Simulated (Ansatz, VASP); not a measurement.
PbS in VASP and in Ansatz

File INCAR:

```
SYSTEM = PbS
ALGO = Normal
EDIFF = 1E-6
ENCUT = 500
GGA = PE
GGA_COMPAT = .False.
ISIF = 2
ISMEAR = 0
LASPH = .True.
LCHARG = .True.
LDAU = .True.
LDAUJ = 0 0
LDAUL = -1 1
LDAUPRINT = 1
LDAUTYPE = 2
LDAUU = 0 2.1
LELF = .True.
LREAL = .False.
LVHAR = .True.
LWAVE = .False.
NBANDS = 17
NELM = 200
PREC = Accurate
SIGMA = 0.1
```

KPOINTS

```
k-points
0
Gamma
  6 6 6
  0 0 0
```

POSCAR

```
PbS
1.0
    2.1126617058      1.2197458045      3.4519162518
   -2.1126617058      1.2197458045      3.4519162518
    0.0000000000     -2.4394916091      3.4519162518
Pb S
1 1
Direct
    0.9805657800      0.9805657800      0.9805657800
    0.4750355500      0.4750355500      0.4750355500
```

Input for Ansatz:

```yaml
crystal:
  lattice:
    - [2.1126617058, 1.2197458045, 3.4519162518]
    - [-2.1126617058, 1.2197458045, 3.4519162518]
    - [0.0, -2.4394916091, 3.4519162518]
  atoms:
    - { symbol: Pb, position: [0.98056578, 0.98056578, 0.98056578] }
    - { symbol: S, position: [0.47503555, 0.47503555, 0.47503555] }
basis:
  ecutwfc: 420
kpoints:
  mp_grid: { grid: [6, 6, 6] }
hamiltonian:
  xc: pbe
  hubbard: { sites: [{ species: S, l: p, u_eff: 2.1 }] }
scf:
  occupations: { method: gaussian, width: 0.1 }
output:
  forces: true
  stress: true
  eigenvalues: true
```

Alike in both runs: task single point; functional PBE; k mesh 6 × 6 × 6; occupations gaussian, width 0.1 eV; no spin polarisation; Hubbard terms S p U = 2.1 eV.

|  | VASP | Ansatz |
| --- | --- | --- |
| version | VASP 6.6.1 | Ansatz 0.2.0 |
| potentials or method | VASP PAW PBE potentials, release 64 (Pb_d, S), cutoff 500 eV | scalar-relativistic, plane waves, PAW |
| valence electrons in the cell | 20 | 20 |

VASP gave:

| Property | Result |
| --- | --- |
| gap on the k mesh at the Fermi level (eV) | 0.40 |
| least direct gap on the mesh (eV) | 0.40 |
| pressure (GPa) | 1.0 |
| rms of the force components (eV/Å) | 0.007 |

Q: Estimate Ansatz's values.

A: gap on the k mesh at the Fermi level (eV): 0.78; least direct gap on the mesh (eV): 0.78; pressure (GPa): 1.4; rms of the force components (eV/Å): 0.018.

The programs project onto different local orbitals, so the same U acts differently, and such runs can settle in different states. Atom by atom the forces differ by 0.011 eV/Å (rms over components).

Spin-orbit coupling is off throughout.
